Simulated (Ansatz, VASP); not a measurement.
# FeO: VASP beside Ansatz

```
CELL_PARAMETERS angstrom
1.52326 0.87946 2.48790
-1.52326 0.87946 2.48790
0.00000 -1.75891 2.48790
ATOMIC_POSITIONS crystal
Fe 0.00000 0.00000 0.00000
O 0.50000 0.50000 0.50000
```

Alike in both runs: functional PBE; k mesh 18 × 18 × 18; occupations gaussian, width 0.1 eV; collinear spin.

Ansatz relaxed the structure, and its values are those at the end. VASP's run is a single point on that final structure, the one shown.

|  | VASP | Ansatz |
| --- | --- | --- |
| version | VASP 6.6.1 | Ansatz 0.2.0 |
| potentials or method | VASP PAW PBE potentials, release 64 (Fe, O), cutoff 520 eV | scalar-relativistic, plane waves, PAW |
| valence electrons in the cell | 14 | 22 |

Ansatz gave:

* gap on the k mesh at the Fermi level (eV): none
* pressure (GPa): 0.0
* net moment per atom (μB): 2.00
* size of the moment on the site where the two differ most (μB): 3.45

Task: What did VASP give for the same quantities?

Result: gap on the k mesh at the Fermi level (eV): none; pressure (GPa): 0.1; net moment per atom (μB): 2.00; size of the moment on the site where the two differ most (μB): 3.62.

Site moments also hang on the region over which each program counts them. A gap of «none» marks a metal or a gap that the smearing closes. The functional is the same, so the differences come from potentials, cutoffs and numerics. VASP's potentials hold 14 valence electrons a cell and Ansatz's 22, so a difference there can come from the potentials and not from the codes.
